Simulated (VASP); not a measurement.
In, 1 atom in the cell. Symmetry: C2/m, No. 12, monoclinic system. Conventional cell: a = 4.554 Å, b = 4.645 Å, c = 3.315 Å, α = 90.00°, β = 131.74°, γ = 90.00°. In (site symmetry 2/m) has 12 In at 3.25 to 3.41 Å within 4.3 Å.  This cell differs from its parent crystal: equal xy, yz and zx shear strains of -2 %.

- Program: VASP 6.6.1
- Task: electric field gradients
- Functional: LDA
- Potentials or basis: VASP PAW LDA potentials, release 64 (In_d)
- Cutoff: 520 eV
- k mesh: 14 × 14 × 14
- Occupations: fermi-dirac, width 0.05 eV
- Spin: no spin polarisation
- Dipole correction: no
- Further INCAR settings: ALGO = Normal; EDIFF = 1e-08; NBANDS = 12

Potentials or basis: VASP PAW LDA potentials, release 64 (In_d).

Command:

```bash
$ cat potpaw_LDA.64/In_d/POTCAR > POTCAR
$ mpirun -np 1 vasp_std > vasp.out
```

Hardware: 1 thread of AMD EPYC 9R14 (Zen 4) (shared host).

Task: How long does it take, and how much memory?

Result: It took 2.2 min on 1 thread of AMD EPYC 9R14 (Zen 4), on a shared host, peak memory 0.29 GiB. Counts: scf iterations 11, k points 744.
